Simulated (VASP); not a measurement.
Crystal: Ta.

```
CELL_PARAMETERS angstrom
-1.65128 1.65128 1.65128
1.65128 -1.65128 1.65128
1.65128 1.65128 -1.65128
ATOMIC_POSITIONS crystal
Ta 0.00000 0.00000 0.00000
```

| Property | Result |
| --- | --- |
| Program | VASP 6.6.1 |
| Task | relaxation of cell and atoms |
| Functional | PBE |
| Potentials or basis | VASP PAW PBE potentials, release 64 (Ta_pv) |
| Cutoff | 500 eV |
| k mesh | 9 × 9 × 9 |
| Occupations | fermi-dirac, width 0.05 eV |
| Spin | no spin polarisation |

At the start: pressure 3.3 GPa; volume 18.01 Å³/atom.

**Question.** How do energy, volume and symmetry change on relaxing?

**Answer.** Over 3 steps the energy falls by 3.3 meV/atom and the volume is 18.34 Å³/atom (+1.8 %); space group Im-3m (No. 229, to 0.1 Å) before and after.

The path:
```csv
step,energy change (eV),largest force (eV/Å),pressure (GPa),volume (Å³)
1,0.0000,0.0000,3.33,18.01
2,0.0096,0.0000,-6.08,19.00
3,-0.0033,0.0000,-0.03,18.34
```

Final structure:
```
CELL_PARAMETERS angstrom
-1.66132 1.66132 1.66132
1.66132 -1.66132 1.66132
1.66132 1.66132 -1.66132
ATOMIC_POSITIONS crystal
Ta 0.00000 0.00000 0.00000
```
